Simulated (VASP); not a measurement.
Here is a VASP 6.6.1 calculation.

The input INCAR:

```
SYSTEM = Sn
PREC     = Accurate       ! precision mode
ENCUT    = 520            ! plane-wave cutoff, eV
EDIFF    = 1E-7           ! SCF threshold, eV
ISMEAR   = -1             ! smearing method
SIGMA    = 0.05           ! smearing width, eV
LREAL    = .False.        ! projectors in reciprocal space
LASPH    = .True.         ! aspherical terms in the spheres
NELM     = 100            ! most SCF steps
ALGO     = Normal         ! electronic algorithm
ISIF     = 2              ! what is computed and relaxed
LWAVE    = .False.        ! write WAVECAR
LCHARG   = .True.         ! write CHGCAR
GGA      = PE             ! functional
LELF     = .True.         ! ELF
LVHAR    = .True.       
NBANDS   = 21             ! bands
```

File KPOINTS:

```
regular mesh
0
Gamma
  7 7 7
  0 0 0
```

POSCAR

```
Sn
1.0
    0.0000000000      3.3280650199      3.3280650199
    3.3280650199      0.0000000000      3.3280650199
    3.3280650199      3.3280650199      0.0000000000
Sn
2
Direct
    0.7500000000      0.7500000000      0.7500000000
    0.5000000000      0.5000000000      0.5000000000
```

Potentials or basis: VASP PAW PBE potentials, release 64 (Sn_d).

The run is started by

```sh
$ cat potpaw_PBE.64/Sn_d/POTCAR > POTCAR
$ mpirun -np 1 vasp_std > vasp.out
```

(1) What does it give for the band gap on the k mesh?

(2) Estimate the pressure.

Answers

(1) zero (band 14 reaches 4.96 eV, above the bottom of band 15 at 4.76 eV).

(2) 0.0 GPa.

Caveat: spin-orbit coupling is left out, which moves the levels of the heavy elements.
